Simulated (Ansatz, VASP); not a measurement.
WS2: VASP beside Ansatz

File POSCAR:

```
WS2
1.0
    3.1699463355      0.0000000000      0.0000000000
   -1.5849731677      2.7452540551      0.0000000000
    0.0000000000      0.0000000000     12.4910704279
W S
2 4
Direct
    0.3333333333      0.6666666667      0.2500000000
    0.6666666667      0.3333333333      0.7500000000
    0.6666666667      0.3333333333      0.3751079148
    0.6666666667      0.3333333333      0.1248920852
    0.3333333333      0.6666666667      0.8751079148
    0.3333333333      0.6666666667      0.6248920852
```

INCAR.step1

```
ALGO = Normal
EDIFF = 1E-4
ENCUT = 520
GGA = PE
ISMEAR = 0
LASPH = T
LCHARG = F
LREAL = F
LWAVE = T
NBANDS = 35
NELM = 100
PREC = Accurate
SIGMA = 0.01
```

Contents of INCAR.step2:

```
ALGO = Normal
EDIFF = 1E-6
ENCUT = 520
ISIF = 2
ISMEAR = 0
ISTART = 1
LASPH = T
LCHARG = T
LELF = T
LMIXTAU = T
LREAL = F
LVHAR = T
LWAVE = F
METAGGA = R2SCAN
NBANDS = 35
NELM = 100
PREC = Accurate
SIGMA = 0.01
```

KPOINTS

```
k-points
0
Gamma
  9 9 2
```

Input for Ansatz:

```yaml
crystal:
  lattice:
    - [3.1699463355, 0.0, 0.0]
    - [-1.5849731677, 2.7452540551, 0.0]
    - [0.0, 0.0, 12.4910704279]
  atoms:
    - { symbol: W, position: [0.3333333333, 0.6666666667, 0.25] }
    - { symbol: W, position: [0.6666666667, 0.3333333333, 0.75] }
    - { symbol: S, position: [0.6666666667, 0.3333333333, 0.3751079148] }
    - { symbol: S, position: [0.6666666667, 0.3333333333, 0.1248920852] }
    - { symbol: S, position: [0.3333333333, 0.6666666667, 0.8751079148] }
    - { symbol: S, position: [0.3333333333, 0.6666666667, 0.6248920852] }
kpoints:
  mp_grid: { grid: [9, 9, 2] }
hamiltonian:
  xc: r2scan
scf:
  occupations: { method: fixed }
output:
  optics:
    e_range: [0, 12]
    de: 0.05
    sigma: 0.1
    bands: { spectra_wanted_up_to: 12 }
```

Alike in both runs: task single point; functional r2SCAN; k mesh 9 × 9 × 2; no spin polarisation.

```csv
,VASP,Ansatz
version,VASP 6.6.1,Ansatz 0.2.0
potentials or method,"VASP PAW PBE potentials, release 64 (W_sv, S)","plane waves, PAW"
plane-wave cutoff (eV),520,500
occupations,"gaussian, width 0.01 eV",fixed
valence electrons in the cell,52,52
```

|  | VASP | Ansatz | Ansatz less VASP |
| --- | --- | --- | --- |
| gap on the k mesh at the Fermi level (eV) | 1.27 | 1.26 | -0.013 |

VASP's potentials were made for PBE, not for r2SCAN.

Neither program's run includes spin-orbit coupling.
